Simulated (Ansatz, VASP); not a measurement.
## Ru in VASP and in Ansatz

```
Ru
1.0
     2.59290    0.00000    0.00000
    -1.29645    2.24552    0.00000
     0.00000    0.00000    4.46850
Ru
2
Direct
  0.33333 0.66667 0.25000
  0.66667 0.33333 0.75000
```

Alike in both runs: task single point; functional PBE; k mesh 18 × 18 × 10; occupations gaussian, width 0.15 eV; no spin polarisation.

```csv
,VASP,Ansatz
version,VASP 6.6.1,Ansatz 0.2.0
potentials or method,"VASP PAW PBE potentials, release 64 (Ru_pv), cutoff 520 eV","scalar-relativistic, plane waves, PAW"
valence electrons in the cell,28,32
```

Ansatz gave:

| Item | Value |
| --- | --- |
| gap on the k mesh at the Fermi level (eV) | none |
| pressure (GPa) | 22.3 |
| traceless stress, the component that is largest in VASP (GPa) | -31.93 |

Problem. Estimate VASP's values.

Solution. gap on the k mesh at the Fermi level (eV): none; pressure (GPa): 22.2; traceless stress, the component that is largest in VASP (GPa): -31.88.

A gap of «none» marks a metal or a gap that the smearing closes. With one functional, cell and mesh, what is left measures potentials, basis and numerics. VASP's potentials hold 28 valence electrons a cell and Ansatz's 32, so a difference there can come from the potentials and not from the codes.
